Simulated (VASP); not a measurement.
Runs of VASP 6.6.1 on LiF. The structure is that of space group F-43m (No. 216), or close to it. The cells are those of the table. 

```tsv
level	cell	gap on the mesh (eV)
r2SCAN	a = 3.092 Å, angles 60.0°, 2 atoms	8.44
PBE	a = 3.086 Å, angles 60.0°, 2 atoms	(a)
r2SCAN	a = 3.063 Å, angles 60.0°, 2 atoms	8.59
PBE	a = 3.116 Å, angles 60.0°, 2 atoms	7.49
r2SCAN	a = 3.002 Å, angles 60.0°, 2 atoms	(b)
```

Alike in all rows: task single point; potentials or basis VASP PAW PBE potentials, release 64 (Li_sv, F); no spin polarisation; k mesh 8 × 8 × 8; cutoff (eV) 520; smearing gaussian 0.01 eV.

Q: Estimate the missing entries.

A: (a) 7.64; (b) 8.92.

A k mesh can miss the band edges.
